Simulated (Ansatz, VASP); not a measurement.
**One calculation of HfCl7, two programs**

```
Hf Cl
1.0
     0.00000    4.28752    4.28752
     4.28752    0.00000    4.28752
     4.28752    4.28752    0.00000
Hf Cl
1 7
Direct
  0.00000 0.00000 0.00000
  0.50000 0.50000 0.50000
  0.00000 0.00000 0.50000
  0.50000 0.00000 0.50000
  0.00000 0.50000 0.50000
  0.50000 0.50000 0.00000
  0.00000 0.50000 0.00000
  0.50000 0.00000 0.00000
```

Change from the starting cell: species swapped into the LiPd7 type (Fm-3m, No. 225).

Alike in both runs: functional PBE; k mesh 8 × 8 × 8; occupations gaussian, width 0.1 eV; no spin polarisation.

Ansatz relaxed the structure, and its values are those at the end. VASP's run is a single point on that final structure, the one shown.

```csv
,VASP,Ansatz
version,VASP 6.6.1,Ansatz 0.2.0
potentials or method,"VASP PAW PBE potentials, release 64 (Hf_pv, Cl), cutoff 520 eV","scalar-relativistic, plane waves, PAW"
valence electrons in the cell,59,75
```

Ansatz gave:

- gap on the k mesh at the Fermi level (eV): none
- pressure (GPa): 0.0

Question: What did VASP give for the same quantities?

Answer: gap on the k mesh at the Fermi level (eV): none; pressure (GPa): -0.3.

A gap of «none» marks a metal or a gap that the smearing closes. VASP's potentials hold 59 valence electrons a cell and Ansatz's 75, so a difference there can come from the potentials and not from the codes.

Spin-orbit coupling is off throughout.
